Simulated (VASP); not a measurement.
A run of VASP 6.6.1 is set up as follows.

POSCAR

```
I
1.0
    0.0000000000      2.3656004428      3.9098401324
    2.1922454667      0.0000000000      3.9098401324
    2.1922454667      2.3656004428      0.0000000000
I
1
Direct
    0.0000000000      0.0000000000      0.0000000000
```

File INCAR.step1:

```
SYSTEM = I
PREC = Accurate
ENCUT = 520
ISMEAR = -1
SIGMA = 0.05
LREAL = .FALSE.
LASPH = .TRUE.
NELM = 150
MAGMOM = 0 0 0
LSORBIT = .TRUE.
GGA_COMPAT = .FALSE.
NBANDS = 18
GGA = PE
ALGO = Normal
EDIFF = 1E-4
LWAVE = .TRUE.
LCHARG = .FALSE.
```

The input INCAR.step2:

```
SYSTEM = I
PREC = Accurate
ENCUT = 520
EDIFF = 1E-6
ISMEAR = -1
SIGMA = 0.05
LREAL = .FALSE.
LASPH = .TRUE.
NELM = 150
ALGO = Normal
ISIF = 2
LWAVE = .FALSE.
LCHARG = .FALSE.
MAGMOM = 0 0 0
LORBIT = 11
LSORBIT = .TRUE.
GGA_COMPAT = .FALSE.
LORBMOM = .TRUE.
METAGGA = R2SCAN
LMIXTAU = .TRUE.
NBANDS = 18
ISTART = 1
```

KPOINTS

```
regular mesh
0
G
  7 7 7
  0 0 0
```

Potentials or basis: VASP PAW PBE potentials, release 64 (I).

Command:

```bash
$ cat potpaw_PBE.64/I/POTCAR > POTCAR
$ cp INCAR.step1 INCAR
$ mpirun -np 1 vasp_ncl > vasp.out
$ cp INCAR.step2 INCAR
$ mpirun -np 1 vasp_ncl > vasp.out
```

(1) Estimate the net moment.

(2) Estimate the pressure.

## Answers

(1) 0.00 μB per cell.

(2) 0.5 GPa.

Caveat: the PAW data sets were made with another functional, which shifts forces and pressure a little.
